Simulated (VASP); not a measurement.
Crystal: SiNi.

```
Ni Si
1.0
     5.17310    0.00000    0.00000
     0.00000    3.33810    0.00000
     0.00000    0.00000    5.60490
Ni Si
4 4
Direct
  0.99221 0.75000 0.81248
  0.50779 0.25000 0.31248
  0.49221 0.75000 0.68752
  0.00779 0.25000 0.18752
  0.67872 0.25000 0.91750
  0.82128 0.75000 0.41750
  0.17872 0.25000 0.58250
  0.32128 0.75000 0.08250
```

Base run:

- Program: VASP 6.6.1
- Functional: revPBE
- Potentials or basis: VASP PAW PBE potentials, release 64 (Ni, Si)
- Cutoff: 520 eV
- k mesh: 5 × 8 × 5
- Occupations: fermi-dirac, width 0.05 eV
- Spin: collinear spin, ferromagnetic start
- Starting moments: [1.0, 1.0, 1.0, 1.0, 0.0, 0.0, 0.0, 0.0] μB

Its results: band gap on the k mesh zero (filled and empty bands overlap); pressure 4.2 GPa; net moment 0.00 μB per cell; largest force 0.065 eV/Å.

The run is repeated on the same cell with these changes: functional from revPBE to PBE; dispersion from none to D3(BJ). What comes out?

Band gap on the k mesh zero (filled and empty bands overlap); pressure -4.0 GPa; net moment 0.00 μB per cell; largest force 0.072 eV/Å.

Several settings changed at once.

Caveats: the moments typed at the start vanished in this run; the cell stands under pressure (at least some runs); the PAW data sets were made with another functional, which shifts forces and pressure a little (at least some runs); three body term missing (at least some runs); the cell stands under tension (at least some runs).
